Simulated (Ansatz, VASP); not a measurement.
# InP in VASP and in Ansatz

INCAR

```
SYSTEM = InP
PREC = Accurate ; ENCUT = 500
EDIFF = 1E-6 ; ISMEAR = 0
SIGMA = 0.05 ; LREAL = .FALSE.
LASPH = .TRUE. ; NELM = 120
ALGO = Normal ; ISIF = 2
LWAVE = .FALSE. ; LCHARG = .TRUE.
GGA = PE ; LELF = .TRUE.
LVHAR = .TRUE. ; NBANDS = 16
GGA_COMPAT = .FALSE.
```

File KPOINTS:

```
regular mesh
0
G
  6 6 6
  0 0 0
```

The input POSCAR:

```
InP
1.0
    0.0000000000      2.9537876370      2.9537876370
    2.9537876370      0.0000000000      2.9537876370
    2.9537876370      2.9537876370      0.0000000000
In P
1 1
Direct
    0.0000000000      0.0000000000      0.0000000000
    0.2500000000      0.2500000000      0.2500000000
```

Input for Ansatz:

```yaml
crystal:
  lattice:
    - [0.0, 2.953787637, 2.953787637]
    - [2.953787637, 0.0, 2.953787637]
    - [2.953787637, 2.953787637, 0.0]
  atoms:
    - { symbol: In, position: [0.0, 0.0, 0.0] }
    - { symbol: P, position: [0.25, 0.25, 0.25] }
kpoints:
  mp_grid: { grid: [6, 6, 6] }
hamiltonian:
  xc: pbe
scf:
  occupations: { method: gaussian, width: 0.05 }
  n_extra_bands: 4
output:
  forces: true
  stress: true
  eigenvalues: true
```

Alike in both runs: task single point; functional PBE; k mesh 6 × 6 × 6; occupations gaussian, width 0.05 eV; no spin polarisation.

|  | VASP | Ansatz |
| --- | --- | --- |
| version | VASP 6.6.1 | Ansatz 0.2.0 |
| potentials or method | VASP PAW PBE potentials, release 64 (In_d, P) | plane waves |
| plane-wave cutoff (eV) | 500 | 420 |
| valence electrons in the cell | 18 | 18 |

```csv
,VASP,Ansatz,Ansatz less VASP
gap on the k mesh at the Fermi level (eV),0.58,0.58,+0.003
pressure (GPa),1.6,1.6,+0.05
```
